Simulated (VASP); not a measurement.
# LiFeIr (P4/nmm) in VASP: single point with PBE

Aim: the single point of LiFeIr with PBE.

Program: VASP 6.6.1. These are calculated values, not measurements. Logs are shortened: lines on timing, memory, paths and dates and some standing lists are left out, and cuts for length are marked.

## Step 1: The cell of the first run

It takes space group P4/nmm (No. 129, tetragonal). The conventional cell has a = 3.538 Å, b = 3.538 Å, c = 5.930 Å, α = 90.00°, β = 90.00°, γ = 90.00°. Ir (site symmetry 4mm) has 4 Fe at 2.26 Å and 5 Li at 2.48 to 2.58 Å within 3.0 Å. Fe (site symmetry -4m2) has 4 Ir at 2.26 Å and 4 Fe at 2.50 Å and 4 Li at 2.70 Å within 3.0 Å. Li (site symmetry 4mm) has 5 Ir at 2.48 to 2.58 Å and 4 Fe at 2.70 Å and 4 Li at 3.10 Å within 3.3 Å.

## Step 2: Single point, PBE

File INCAR:

```
PREC = Accurate ; ENCUT = 520
EDIFF = 1E-7 ; ISMEAR = -1
SIGMA = 0.1 ; LREAL = False
LASPH = True ; NELM = 60
ALGO = Normal ; ISIF = 2
LWAVE = False ; LCHARG = False
GGA = PE ; NBANDS = 29
```

File KPOINTS:

```
Automatic mesh
0
Gamma
  10 10 6
```

File POSCAR:

```
LiFeIr
1.0
    3.5377710000      0.0000000000      0.0000000000
    0.0000000000      3.5377710000      0.0000000000
    0.0000000000      0.0000000000      5.9295550000
Ir Fe Li
2 2 2
Direct
    0.2500000000      0.2500000000      0.2362600000
    0.7500000000      0.7500000000      0.7637400000
    0.7500000000      0.2500000000      0.0000000000
    0.2500000000      0.7500000000      0.0000000000
    0.2500000000      0.2500000000      0.6550000000
    0.7500000000      0.7500000000      0.3450000000
```

Potentials or basis: VASP PAW PBE potentials, release 64 (Ir, Fe, Li_sv).

Started as:

```console
> cat potpaw_PBE.64/Ir/POTCAR potpaw_PBE.64/Fe/POTCAR potpaw_PBE.64/Li_sv/POTCAR > POTCAR
> mpirun -np 1 vasp_std > vasp.out
```

OUTCAR:

```text
PREC = Accurate
   ENCUT = 520
   EDIFF = 1E-7
   ISMEAR = -1
   LREAL = False
   LASPH = True
   NELM = 60
   ISIF = 2
   GGA = PE

 ion  position               nearest neighbor table
   1  0.250  0.250  0.236-   3 2.26   4 2.26   4 2.26   3 2.26   5 2.48   6 2.58   6 2.58   6 2.58
                             6 2.58
   2  0.750  0.750  0.764-   3 2.26   4 2.26   3 2.26   4 2.26   6 2.48   5 2.58   5 2.58   5 2.58
                             5 2.58
   3  0.750  0.250  0.000-   1 2.26   2 2.26   2 2.26   1 2.26   4 2.50   4 2.50   4 2.50   4 2.50
                             5 2.70   6 2.70   5 2.70   6 2.70
   4  0.250  0.750  0.000-   1 2.26   2 2.26   1 2.26   2 2.26   3 2.50   3 2.50   3 2.50   3 2.50
                             5 2.70   6 2.70   6 2.70   5 2.70
   5  0.250  0.250  0.655-   1 2.48   2 2.58   2 2.58   2 2.58   2 2.58   4 2.70   4 2.70   3 2.70
                             3 2.70
   6  0.750  0.750  0.345-   2 2.48   1 2.58   1 2.58   1 2.58   1 2.58   3 2.70   4 2.70   4 2.70
                             3 2.70

  LATTYP: Found a simple tetragonal cell.
 ALAT       =     3.5377710000
 C/A-ratio  =     1.6760708932

  Lattice vectors:

 A1 = (   3.5377710000,   0.0000000000,   0.0000000000)
 A2 = (   0.0000000000,   3.5377710000,   0.0000000000)
 A3 = (   0.0000000000,   0.0000000000,   5.9295550000)

Analysis of symmetry for initial positions (statically):
=====================================================================
 Subroutine PRICEL returns:
 Original cell was already a primitive cell.

 Routine SETGRP: Setting up the symmetry group for a
 simple tetragonal supercell.

 Subroutine GETGRP returns: Found 16 space group operations
 (whereof  4 operations were pure point group operations)
 out of a pool of 16 trial point group operations.

The static configuration has the point symmetry C_2h.
 The point group associated with its full space group is D_4h.

Analysis of symmetry for dynamics (positions and initial velocities):
=====================================================================
 Subroutine PRICEL returns:
 Original cell was already a primitive cell.

 Routine SETGRP: Setting up the symmetry group for a
 simple tetragonal supercell.

 Subroutine GETGRP returns: Found 16 space group operations
 (whereof  4 operations were pure point group operations)
 out of a pool of 16 trial point group operations.

The dynamic configuration has the point symmetry C_2h.
 The point group associated with its full space group is D_4h.

 Subroutine INISYM returns: Found 16 space group operations
 (whereof  4 operations are pure point group operations),
 and found     1 'primitive' translations

----------------------------------------------------------------------------------------

                                     Primitive cell

  volume of cell :      74.2133

  direct lattice vectors                    reciprocal lattice vectors
     3.537771000  0.000000000  0.000000000     0.282663858  0.000000000  0.000000000
     0.000000000  3.537771000  0.000000000     0.000000000  0.282663858  0.000000000
     0.000000000  0.000000000  5.929555000     0.000000000  0.000000000  0.168646720

  length of vectors
     3.537771000  3.537771000  5.929555000     0.282663858  0.282663858  0.168646720

  position of ions in fractional coordinates (direct lattice)
     0.250000000  0.250000000  0.236260000
     0.750000000  0.750000000  0.763740000
     0.750000000  0.250000000  0.000000000
     0.250000000  0.750000000  0.000000000
     0.250000000  0.250000000  0.655000000
     0.750000000  0.750000000  0.345000000

  ion indices of the primitive-cell ions
   primitive index   ion index
                 1           1
                 2           2
                 3           3
                 4           4
                 5           5
                 6           6

----------------------------------------------------------------------------------------

 KPOINTS: Automatic mesh

Automatic generation of k-mesh.
 Grid dimensions read from file:
 generate k-points for:   10   10    6

 Generating k-lattice:

  Cartesian coordinates                     Fractional coordinates (reciprocal lattice)
     0.028266386  0.000000000  0.000000000     0.100000000  0.000000000  0.000000000
     0.000000000  0.028266386  0.000000000     0.000000000  0.100000000  0.000000000
     0.000000000  0.000000000  0.028107787     0.000000000  0.000000000  0.166666667

  Length of vectors
     0.028266386  0.028266386  0.028107787

  Shift w.r.t. Gamma in fractional coordinates (k-lattice)
     0.000000000  0.000000000  0.000000000

 Subroutine IBZKPT returns following result:
 ===========================================

 Found     84 irreducible k-points:

 Following reciprocal coordinates:
            Coordinates               Weight
  0.000000  0.000000  0.000000      1.000000
  0.100000  0.000000  0.000000      4.000000
  0.200000  0.000000  0.000000      4.000000
  0.300000  0.000000  0.000000      4.000000
  0.400000  0.000000  0.000000      4.000000
  0.500000  0.000000  0.000000      2.000000
[... 16 lines left out ...]
  0.100000  0.000000  0.166667      8.000000
  0.200000  0.000000  0.166667      8.000000
 [... further k-points ...]
   k-points           NKPTS =     84   k-points in BZ     NKDIM =     84   number of bands    NBANDS=     29
   number of dos      NEDOS =    301   number of ions     NIONS =      6
   total plane-waves  NPLWV =  37632
   dimension x,y,z NGX =    28 NGY =   28 NGZ =   48
   dimension x,y,z NGXF=    56 NGYF=   56 NGZF=   96
   ions per type =               2   2   2
   NGX,Y,Z   is equivalent  to a cutoff of  13.16, 13.16, 13.46 a.u.
   NGXF,Y,Z  is equivalent  to a cutoff of  26.32, 26.32, 26.92 a.u.
 SYSTEM =  unknown system
   PREC   = accura    normal or accurate (medium, high low for compatibility)
   ISTART =      0    job   : 0-new  1-cont  2-samecut
   ICHARG =      2    charge: 1-file 2-atom 10-const
   ISPIN  =      1    spin polarized calculation?
   LNONCOLLINEAR =      F non collinear calculations
   LSORBIT =      F    spin-orbit coupling
   LASPH  =      T    aspherical Exc in radial PAW
   ENCUT  =  520.0 eV  38.22 Ry    6.18 a.u.   6.58  6.58 11.03*2*pi/ulx,y,z
   NELM   =     60;   NELMIN=  2; NELMDL= -5     # of ELM steps
   EDIFF  = 0.1E-06   stopping-criterion for ELM
   LREAL  =      F    real-space projection
   EDIFFG = 0.1E-05   stopping-criterion for IOM
   NSW    =      0    number of steps for IOM
   IBRION =     -1    ionic relax: 0-MD 1-quasi-New 2-CG
   NFREE  =      0    steps in history (QN), initial steepest desc. (CG)
   ISIF   =      2    stress and relaxation
   ISYM   =      2    0-nonsym 1-usesym 2-fastsym
   POTIM  = 0.5000    time-step for ionic-motion
   TEBEG  =    0.0;   TEEND  =   0.0 temperature during run
   PSTRESS=    0.0 pullay stress
   NELECT =      40.0000    total number of electrons
   NUPDOWN=      -1.0000    fix difference up-down
   EMIN   =  10.00;   EMAX   =-10.00  energy-range for DOS
   EFERMI =   0.00;   METHOD = LEGACY
   ISMEAR =    -1;   SIGMA  =   0.10  broadening in eV -4-tet -1-fermi 0-gaus
   EFERMI_NEDOS =   21; number of points for ismear=-14 and -15
   IALGO  =     38    algorithm
   IMIX   =      4    mixing-type and parameters
     AMIX     =   0.40;   BMIX     =  1.00
     AMIX_MAG =   1.60;   BMIX_MAG =  1.00
  volume/ion in A,a.u.               =      12.37        83.47
  Fermi-wavevector in a.u.,A,eV,Ry     =   1.332297  2.517676 24.150542  1.775015
  Thomas-Fermi vector in A             =   2.461242
   LORBIT       =      0    0 simple, 1 ext, 2 COOP (PROOUT), +10 PAW based schemes
   GGA     = PE    functional components
[... 5 lines left out ...]
 non-spin polarized calculation
  energy-cutoff  :      520.00
  volume of cell :       74.21
 maximum number of plane-waves:      2031
 NGX is ok and might be reduce to    28
   NGX = 13   NGY = 13   NGZ = 23

 number of electron      40.0000016 magnetization

 Free energy of the ion-electron system (eV)
  ---------------------------------------------------
  ext. energy  EPLUGINS =         0.00000000
  ---------------------------------------------------
  free energy    TOTEN  =       -34.24114928 eV

  energy without entropy =      -33.96037751  energy(sigma->0) =      -34.10076340

 E-fermi :   6.2806     XC(G=0): -11.9166

 val. band max:        6.2729619265   @ k =   0.1000   0.0000   0.3333
 cond. band min:       6.2818343977   @ k =   0.2000   0.1000   0.3333
 fundamental gap:      0.0088724712
 Fermi energy:         6.2806399261

 k-point     1 :       0.0000    0.0000    0.0000
  band No.  band energies     occupation
      1     -38.6590      2.00000
      2     -38.6473      2.00000
      3      -2.1425      2.00000
      4       0.3728      2.00000
      5       0.9326      2.00000
      6       1.1259      2.00000
[... 21 lines left out ...]
     28      15.2811      0.00000
     29      15.2921      0.00000

 k-point     2 :       0.1000    0.0000    0.0000
  band No.  band energies     occupation
      1     -38.6585      2.00000
      2     -38.6473      2.00000
      3      -2.0130      2.00000
      4       0.4510      2.00000
      5       0.9711      2.00000
      6       1.1578      2.00000
[... 21 lines left out ...]
     28      14.8912      0.00000
     29      15.4931      0.00000

 k-point     3 :       0.2000    0.0000    0.0000
  band No.  band energies     occupation
      1     -38.6570      2.00000
      2     -38.6475      2.00000
      3      -1.6383      2.00000
      4       0.6742      2.00000
      5       1.0663      2.00000
      6       1.1964      2.00000
[... 21 lines left out ...]
     28      13.8621      0.00000
     29      14.2807      0.00000

 k-point     4 :       0.3000    0.0000    0.0000
  band No.  band energies     occupation
      1     -38.6550      2.00000
      2     -38.6481      2.00000
      3      -1.0608      2.00000
      4       1.0018      2.00000
      5       1.1414      2.00000
      6       1.1852      2.00000
[... 597 lines left out ...]
     28      14.7122      0.00000
     29      14.8930      0.00000

 k-point    23 :       0.1000    0.0000    0.1667
  band No.  band energies     occupation
      1     -38.6584      2.00000
      2     -38.6473      2.00000
      3      -1.9513      2.00000
      4       0.4461      2.00000
      5       0.9538      2.00000
      6       1.1826      2.00000
[... 21 lines left out ...]
     28      14.2346      0.00000
     29      15.0136      0.00000

 k-point    24 :       0.2000    0.0000    0.1667
  band No.  band energies     occupation
      1     -38.6570      2.00000
      2     -38.6476      2.00000
      3      -1.5844      2.00000
      4       0.6696      2.00000
      5       1.0185      2.00000
      6       1.2115      2.00000
[... 21 lines left out ...]
     28      12.9856      0.00000
     29      14.7467      0.00000

 [... further k-points ...]
[... 5 lines left out ...]
  --------------------------------------------------------------------------------------
  -------------------------------------------------------------------------------------
  Total       14.0113862     14.0113862     17.0443525      0.0000000      0.0000000      0.0000000
  in kB      302.4893926    302.4893926    367.9675771      0.0000000      0.0000000      0.0000000
  external PRESSURE =     324.3154541 kB  Pullay stress =       0.0000000 kB

 VOLUME and BASIS-vectors are now :
 -----------------------------------------------------------------------------
  energy-cutoff  :      520.00
  volume of cell :       74.21
      direct lattice vectors                 reciprocal lattice vectors
     3.537771000  0.000000000  0.000000000     0.282663858  0.000000000  0.000000000
     0.000000000  3.537771000  0.000000000     0.000000000  0.282663858  0.000000000
     0.000000000  0.000000000  5.929555000     0.000000000  0.000000000  0.168646720

 POSITION                                       TOTAL-FORCE (eV/Angst)
 -----------------------------------------------------------------------------------
      0.88444      0.88444      1.40092         0.000000      0.000000      4.679555
      2.65333      2.65333      4.52864        -0.000000     -0.000000     -4.679555
      2.65333      0.88444      0.00000         0.000000      0.000000     -0.000000
      0.88444      2.65333      0.00000        -0.000000     -0.000000     -0.000000
      0.88444      0.88444      3.88386         0.000000      0.000000      0.036745
      2.65333      2.65333      2.04570         0.000000     -0.000000     -0.036745
 -----------------------------------------------------------------------------------
    total drift:                                0.000000      0.000000     -0.000000

  FREE ENERGIE OF THE ION-ELECTRON SYSTEM (eV)
  ---------------------------------------------------
  free  energy   TOTEN  =       -34.2411492838 eV

  energy  without entropy=      -33.9603775078  energy(sigma->0) =      -34.10076340
```

It took 3.4 min on 1 thread of AMD EPYC 7R13 (Zen 3), shared host; peak memory 0.28 GiB.

Results:

```yaml
Free_energy: -34.2411 eV
Largest_force: 4.680 eV/Å
Band_gap_on_the_k_mesh: zero (band 20 reaches 6.62 eV, above the bottom of band 21 at 5.96 eV)
```

Forces in eV/Å, atoms in the order of the input:
```
Ir   0.000  0.000  4.680
Ir   0.000  0.000 -4.680
Fe   0.000  0.000  0.000
Fe   0.000  0.000  0.000
Li   0.000  0.000  0.037
Li   0.000  0.000 -0.037
```

Levels at points of the mesh, in eV from the Fermi level:
```
           k point  band 18  band 19  band 20  band 21  band 22  band 23
(0.00, 0.00, 0.00)    -0.33    -0.03     0.27     0.27     0.46     0.64
(0.50, 0.00, 0.00)    -0.92    -0.41    -0.41    -0.32    -0.32     0.55
(0.50, 0.50, 0.00)    -1.62     0.28     0.28     1.05     1.05     1.59
(0.00, 0.00, 0.50)    -0.33    -0.30    -0.30    -0.07     0.21     0.64
(0.50, 0.00, 0.50)    -0.65    -0.55    -0.55     0.35     0.35     0.69
(0.50, 0.50, 0.50)    -0.76    -0.60    -0.60     0.90     0.90     1.05
```

Caveat: the cutoff is under 1.25 times the usual one of these potentials, so pressure, stress and relaxed cells hold a basis-set (Pulay) error; spin-orbit coupling is left out, which moves the levels of the heavy elements; forces of over 1 eV/Å act on the atoms, so gaps and moduli don't describe the material at rest. Spin polarisation is off, so any magnetic state and its effect on volume and gap are missing.
